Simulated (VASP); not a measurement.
Here is a VASP 6.6.1 calculation.

File POSCAR:

```
TaN
1.0
    0.0000000000      2.1760600867      2.1760600867
    2.1760600867      0.0000000000      2.1760600867
    2.1760600867      2.1760600867      0.0000000000
Ta N
1 1
Direct
    0.5000000000      0.5000000000      0.5000000000
    0.0000000000      0.0000000000      0.0000000000
```

Contents of INCAR.step1:

```
PREC     = Accurate       # precision mode
ENCUT    = 660            # plane-wave cutoff, eV
ISMEAR   = 0              # smearing method
SIGMA    = 0.1            # smearing width, eV
LREAL    = False          # projectors in reciprocal space
LASPH    = True           # aspherical terms in the spheres
NELM     = 120            # most SCF steps
NBANDS   = 16             # bands
GGA      = PE             # functional
ALGO     = Normal         # electronic algorithm
EDIFF    = 1E-5           # SCF threshold, eV
LWAVE    = True           # write WAVECAR
LCHARG   = False          # write CHGCAR
GGA_COMPAT= False
```

File INCAR.step2:

```
PREC     = Accurate       # precision mode
ENCUT    = 660            # plane-wave cutoff, eV
EDIFF    = 1E-6           # SCF threshold, eV
ISMEAR   = 0              # smearing method
SIGMA    = 0.1            # smearing width, eV
LREAL    = False          # projectors in reciprocal space
LASPH    = True           # aspherical terms in the spheres
NELM     = 120            # most SCF steps
ALGO     = Normal         # electronic algorithm
ISIF     = 2              # what is computed and relaxed
LWAVE    = False          # write WAVECAR
LCHARG   = True           # write CHGCAR
METAGGA  = R2SCAN         # meta-GGA
LMIXTAU  = True         
LELF     = True           # ELF
LVHAR    = True         
NBANDS   = 16             # bands
ISTART   = 1            
GGA_COMPAT= False
```

KPOINTS

```
Automatic mesh
0
Gamma
  16 16 16
```

Potentials or basis: VASP PAW PBE potentials, release 64 (Ta_sv_GW, N).

The run is started by

```console
$ cat potpaw_PBE.64/Ta_sv_GW/POTCAR potpaw_PBE.64/N/POTCAR > POTCAR
$ cp INCAR.step1 INCAR
$ mpirun -np 1 vasp_std > vasp.out
$ cp INCAR.step2 INCAR
$ mpirun -np 1 vasp_std > vasp.out
```

Question: Predict the band gap on the k mesh.

Answer: Zero (band 9 reaches 16.40 eV, above the bottom of band 10 at 12.12 eV).

Question: Predict the pressure.

Answer: 11.5 GPa.

Caveat: the PAW data sets were made with another functional, which shifts forces and pressure a little; spin-orbit coupling is left out, which moves the levels of the heavy elements.
